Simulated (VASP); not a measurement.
## SnTe: relaxation of cell and atoms with r2SCAN

SnTe:

```
Sn Te
1.0
     0.00000    3.15000    3.15000
     3.15000    0.00000    3.15000
     3.15000    3.15000    0.00000
Sn Te
1 1
Direct
  0.00000 0.00000 0.00000
  0.50000 0.50000 0.50000
```

```json
{
  "Program": "VASP 6.6.1",
  "Task": "relaxation of cell and atoms",
  "Functional": "r2SCAN",
  "Potentials or basis": "VASP PAW PBE potentials, release 64 (Sn_d, Te)",
  "Cutoff": "550 eV",
  "k mesh": "12 × 12 × 12",
  "Occupations": "gaussian, width 0.01 eV",
  "Spin": "no spin polarisation",
  "Dipole correction": "no",
  "Further INCAR settings": "ALGO = Normal; EDIFF = 1e-07; IBRION = 2; EDIFFG = -0.002; NSW = 80; ISIF = 3"
}
```

The relaxed volume is 32.30 Å³/atom, the relaxed cell is a = 4.504 Å, b = 4.504 Å, c = 4.504 Å, α = 60.00°, β = 60.00°, γ = 60.00° and the space group after relaxing (to 0.1 Å) is Fm-3m (No. 225). The energy gained by relaxing is 5.0 meV/atom and the ionic steps are 3. The pressure after relaxing is 0.0 GPa and the band gap on the k mesh is 0.13 eV.

Step by step:
```csv
step,energy change (eV),largest force (eV/Å),pressure (GPa),volume (Å³)
1,0.0000,0.0000,1.58,62.51
2,-0.0089,0.0000,-0.49,65.35
3,-0.0100,0.0000,0.01,64.61
```

Final structure:
```
Sn Te
1.0
     0.00000    3.18483    3.18483
     3.18483    0.00000    3.18483
     3.18483    3.18483    0.00000
Sn Te
1 1
Direct
  0.00000 0.00000 0.00000
  0.50000 0.50000 0.50000
```

Levels at points of the mesh, in eV from the valence-band top:
```csv
k point,band 6,band 7,band 8,band 9,band 10,band 11,band 12,band 13,band 14
"(0.00, 0.00, 0.00)",-13.26,-4.88,-2.40,-2.40,-2.40,3.36,3.36,3.36,5.02
"(0.50, 0.00, 0.00)",-11.98,-8.63,-2.04,-2.04,0.00,0.13,0.33,0.33,8.13
"(0.50, 0.50, 0.00)",-11.68,-6.75,-5.75,-3.96,-3.96,2.44,4.95,4.95,6.46
```

Run time: 32 min on 1 thread of Oxide Virtual Turin-like Processor, on a shared host, peak memory 0.25 GiB.

Caveat: semilocal functionals underestimate gaps, and a narrow one can read as zero; the PAW data sets were made with another functional, which shifts forces and pressure a little; spin-orbit coupling is left out, which moves the levels of the heavy elements. A k mesh can miss the band edges.
